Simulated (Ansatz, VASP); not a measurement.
# Ca3ScB3 in VASP and in Ansatz

```
Ca Sc B
1.0
     5.67870    0.00000    0.00000
     0.00000    5.67870    0.00000
     0.00000    0.00000    5.67870
Ca Sc B
3 1 3
Direct
  0.50000 0.50000 0.00000
  0.00000 0.50000 0.50000
  0.50000 0.00000 0.50000
  0.50000 0.50000 0.50000
  0.50000 0.00000 0.00000
  0.00000 0.50000 0.00000
  0.00000 0.00000 0.50000
```

Change from the starting cell: species swapped into the La3GaBr3 type (Pm-3m, No. 221).

Alike in both runs: functional PBE; k mesh 8 × 8 × 8; occupations gaussian, width 0.1 eV; no spin polarisation.

Ansatz relaxed the structure, and its values are those at the end. VASP's run is a single point on that final structure, the one shown.

|  | VASP | Ansatz |
| --- | --- | --- |
| version | VASP 6.6.1 | Ansatz 0.2.0 |
| potentials or method | VASP PAW PBE potentials, release 64 (Ca_sv, Sc_sv, B), cutoff 520 eV | scalar-relativistic, plane waves, PAW |
| valence electrons in the cell | 50 | 50 |

```csv
,VASP,Ansatz,Ansatz less VASP
gap on the k mesh at the Fermi level (eV),none,none,-
pressure (GPa),0.0,0.0,-0.06
```

A gap of «none» marks a metal or a gap that the smearing closes.
